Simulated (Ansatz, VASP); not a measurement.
One calculation of ZnS, two programs

File POSCAR:

```
ZnS
1.0
    3.9634387328      0.0000000000      0.0000000000
   -1.9817193664      3.3004217586      0.0000000000
    0.0000000000      0.0000000000      6.2340000000
Zn S
2 2
Direct
    0.3333333333      0.6666666667      0.0000000000
    0.6666666667      0.3333333333      0.5000000000
    0.3333333333      0.6666666667      0.3850000000
    0.6666666667      0.3333333333      0.8850000000
```

Contents of INCAR.step1:

```
PREC = Accurate ; ENCUT = 520
ISMEAR = 0 ; SIGMA = 0.05
LREAL = False ; LASPH = True
NELM = 80 ; NBANDS = 26
GGA = PE ; ALGO = Normal
EDIFF = 1E-4 ; LWAVE = True
LCHARG = False
```

Contents of INCAR.step2:

```
PREC = Accurate ; ENCUT = 520
EDIFF = 1E-6 ; ISMEAR = 0
SIGMA = 0.05 ; LREAL = False
LASPH = True ; NELM = 80
ALGO = Normal ; ISIF = 2
LWAVE = False ; LCHARG = False
METAGGA = R2SCAN ; LMIXTAU = True
NBANDS = 26 ; ISTART = 1
```

Contents of KPOINTS:

```
regular mesh
0
Gamma
  6 6 4
```

Input for Ansatz:

```yaml
crystal:
  lattice:
    - [3.9634387328, 0.0, 0.0]
    - [-1.9817193664, 3.3004217586, 0.0]
    - [0.0, 0.0, 6.234]
  atoms:
    - { symbol: Zn, position: [0.3333333333, 0.6666666667, 0.0] }
    - { symbol: Zn, position: [0.6666666667, 0.3333333333, 0.5] }
    - { symbol: S, position: [0.3333333333, 0.6666666667, 0.385] }
    - { symbol: S, position: [0.6666666667, 0.3333333333, 0.885] }
basis:
  ecutwfc: 500
kpoints:
  mp_grid: { grid: [6, 6, 4] }
hamiltonian:
  xc: r2scan
scf:
  occupations: { method: gaussian, width: 0.05 }
output:
  forces: true
  stress: true
  eigenvalues: true
```

Change from the starting cell: strain +0.0400 x Voigt [1, 0, 0, 0, 0, 0], atoms carried along.

Alike in both runs: task single point; functional r2SCAN; k mesh 6 × 6 × 4; occupations gaussian, width 0.05 eV; no spin polarisation.

|  | VASP | Ansatz |
| --- | --- | --- |
| version | VASP 6.6.1 | Ansatz 0.2.0 |
| potentials or method | VASP PAW PBE potentials, release 64 (Zn, S), cutoff 520 eV | scalar-relativistic, plane waves, PAW |
| valence electrons in the cell | 36 | 36 |

|  | VASP | Ansatz | Ansatz less VASP |
| --- | --- | --- | --- |
| gap on the k mesh at the Fermi level (eV) | 2.58 | 2.58 | -0.005 |
| least direct gap on the mesh (eV) | 2.58 | 2.58 | -0.005 |
| pressure (GPa) | -2.7 | -2.7 | -0.04 |
| traceless stress, the component that is largest in VASP (GPa) | -2.35 | -2.31 | +0.042 |
| rms of the force components (eV/Å) | 0.166 | 0.168 | +0.0024 |

VASP's potentials were made for PBE, not for r2SCAN. Atom by atom the forces differ by 0.008 eV/Å (rms over components).
